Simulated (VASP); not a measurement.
Write the native input for VASP 6.6.1 that does the following.

| Quantity | Value |
| --- | --- |
| Task | relaxation of cell and atoms |
| Functional | LDA |
| Potentials or basis | VASP PAW LDA potentials, release 64 (Mn_pv, Sn_d, H) |
| Cutoff | 600 eV |
| k mesh | 5 × 5 × 5 |
| Occupations | fermi-dirac, width 0.1 eV |
| Spin | collinear spin, ferromagnetic start |
| Starting moments | [4.0, 4.0, 4.0, 0.0, 0.0] μB |
| Dipole correction | no |
| Further INCAR settings | ALGO = Normal; EDIFF = 1e-07; IBRION = 2; EDIFFG = -0.05; NSW = 100; ISIF = 3 |

The structure of Mn3SnH lies in POSCAR:

```
Mn3SnH
1.0
    4.0038990000      0.0000000000      0.0000000000
    0.0000000000      4.0038990000      0.0000000000
    0.0000000000      0.0000000000      4.0038990000
Mn Sn H
3 1 1
Direct
    0.5000000000      0.0000000000      0.0000000000
    0.0000000000      0.5000000000      0.0000000000
    0.0000000000      0.0000000000      0.5000000000
    0.5000000000      0.5000000000      0.5000000000
    0.0000000000      0.0000000000      0.0000000000
```

These files were run (other wordings do the same):

INCAR

```
ALGO = Normal
EDIFF = 1E-7
EDIFFG = -0.05
ENCUT = 600
IBRION = 2
ISIF = 3
ISMEAR = -1
ISPIN = 2
LASPH = T
LCHARG = F
LMAXMIX = 4
LORBIT = 11
LREAL = F
LWAVE = F
MAGMOM = 4 4 4 0 0
NELM = 150
NSW = 100
PREC = Accurate
SIGMA = 0.1
```

KPOINTS

```
k-points
0
Gamma
  5 5 5
```

Potentials or basis: VASP PAW LDA potentials, release 64 (Mn_pv, Sn_d, H).

Run with:

```console
$ cat potpaw_LDA.64/Mn_pv/POTCAR potpaw_LDA.64/Sn_d/POTCAR potpaw_LDA.64/H/POTCAR > POTCAR
$ mpirun -np 1 vasp_std > vasp.out
```

Results of the run:

```
Relaxed volume                                        : 10.60 Å³/atom
Relaxed cell                                          : a = 3.757 Å, b = 3.757 Å, c = 3.757 Å, α = 90.00°, β = 90.00°, γ = 90.00°
Space group after relaxing (to 0.1 Å)                 : Pm-3m (No. 221)
Energy gained by relaxing                             : 198.0 meV/atom
Ionic steps                                           : 3
Pressure after relaxing                               : 0.3 GPa
Net moment                                            : 5.80 μB per cell
Site moments                                          : Mn +1.90; Sn -0.08; H -0.01 μB
Valence electrons inside the program's atomic spheres : Mn 11.90; Sn 12.75; H 0.56
```

Caveat: the volume moved by over 15 % at a fixed basis, so the end points are rough.

Wall time 3.3 min on 1 thread of Oxide Virtual Turin-like Processor (shared host), peak memory 0.17 GiB.
